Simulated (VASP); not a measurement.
A run of VASP 6.6.1:

File INCAR:

```
PREC     = Accurate       # precision mode
ENCUT    = 520            # plane-wave cutoff, eV
EDIFF    = 1E-6           # SCF threshold, eV
ISMEAR   = 0              # smearing method
SIGMA    = 0.05           # smearing width, eV
LREAL    = F              # projectors in reciprocal space
LASPH    = T              # aspherical terms in the spheres
NELM     = 60             # most SCF steps
ALGO     = Normal         # electronic algorithm
ISIF     = 2              # what is computed and relaxed
LWAVE    = F              # write WAVECAR
LCHARG   = T              # write CHGCAR
GGA      = PS             # functional
LELF     = T              # ELF
LVHAR    = T            
NBANDS   = 15             # bands
```

Contents of KPOINTS:

```
regular mesh
0
Gamma
  6 6 6
```

The input POSCAR:

```
RbBr
1.0
    4.0701688540      0.0000000000      0.0000000000
    0.0000000000      4.0701688540      0.0000000000
    0.0000000000      0.0000000000      4.0701688540
Rb Br
1 1
Direct
    0.0000000000     -0.0992287032     -0.0595372219
    0.5000000000      0.6061381027      0.5636828616
```

Potentials or basis: VASP PAW PBE potentials, release 64 (Rb_sv, Br).

The run is started by

```bash
$ cat potpaw_PBE.64/Rb_sv/POTCAR potpaw_PBE.64/Br/POTCAR > POTCAR
$ mpirun -np 1 vasp_std > vasp.out
```

Hardware: 1 thread of Intel(R) Xeon(R) 6975P-C (Granite Rapids), with other jobs on the host.

How long does it take, and how much memory?

It took 56 s on 1 thread of Intel(R) Xeon(R) 6975P-C (Granite Rapids), with other jobs on the host, peak memory 0.22 GiB. Counts: scf iterations 13, k points 80.
